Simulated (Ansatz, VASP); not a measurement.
**Ru in VASP and in Ansatz**

File INCAR:

```
SYSTEM = Ru
PREC     = Accurate       ! precision mode
ENCUT    = 520            ! plane-wave cutoff, eV
EDIFF    = 1E-7           ! SCF threshold, eV
ISMEAR   = 0              ! smearing method
SIGMA    = 0.15           ! smearing width, eV
LREAL    = .FALSE.        ! projectors in reciprocal space
LASPH    = .TRUE.         ! aspherical terms in the spheres
NELM     = 60             ! most SCF steps
ALGO     = Fast           ! electronic algorithm
ISIF     = 2              ! what is computed and relaxed
LWAVE    = .FALSE.        ! write WAVECAR
LCHARG   = .TRUE.         ! write CHGCAR
GGA      = PE             ! functional
LELF     = .TRUE.         ! ELF
LVHAR    = .TRUE.       
NBANDS   = 13             ! bands
```

KPOINTS

```
Automatic mesh
0
G
  22 22 22
  0 0 0
```

POSCAR

```
Ru
1.0
    0.0000000000      1.8891015801      2.0407964370
    1.8891015801      0.0000000000      2.0407964370
    1.8891015801      1.8891015801      0.0000000000
Ru
1
Direct
    0.0000000000      0.0000000000      0.0000000000
```

Input for Ansatz:

```yaml
crystal:
  lattice:
    - [0.0, 1.8891015801, 2.040796437]
    - [1.8891015801, 0.0, 2.040796437]
    - [1.8891015801, 1.8891015801, 0.0]
  atoms:
    - { symbol: Ru, position: [0.0, 0.0, 0.0] }
basis:
  ecutwfc: 420
kpoints:
  mp_grid: { grid: [22, 22, 22] }
hamiltonian:
  xc: pbe
scf:
  occupations: { method: gaussian, width: 0.15 }
output:
  forces: true
  stress: true
  eigenvalues: true
```

Alike in both runs: task single point; functional PBE; k mesh 22 × 22 × 22; occupations gaussian, width 0.15 eV; no spin polarisation.

```csv
,VASP,Ansatz
version,VASP 6.6.1,Ansatz 0.2.0
potentials or method,"VASP PAW PBE potentials, release 64 (Ru_pv), cutoff 520 eV","scalar-relativistic, plane waves, PAW"
valence electrons in the cell,14,16
```

```csv
,VASP,Ansatz,Ansatz less VASP
gap on the k mesh at the Fermi level (eV),none,none,-
pressure (GPa),-13.2,-13.1,+0.11
"traceless stress, the component that is largest in VASP (GPa)",-12.04,-12.07,-0.026
```

A gap of «none» marks a metal or a gap that the smearing closes. VASP's potentials hold 14 valence electrons a cell and Ansatz's 16, so a difference there can come from the potentials and not from the codes.
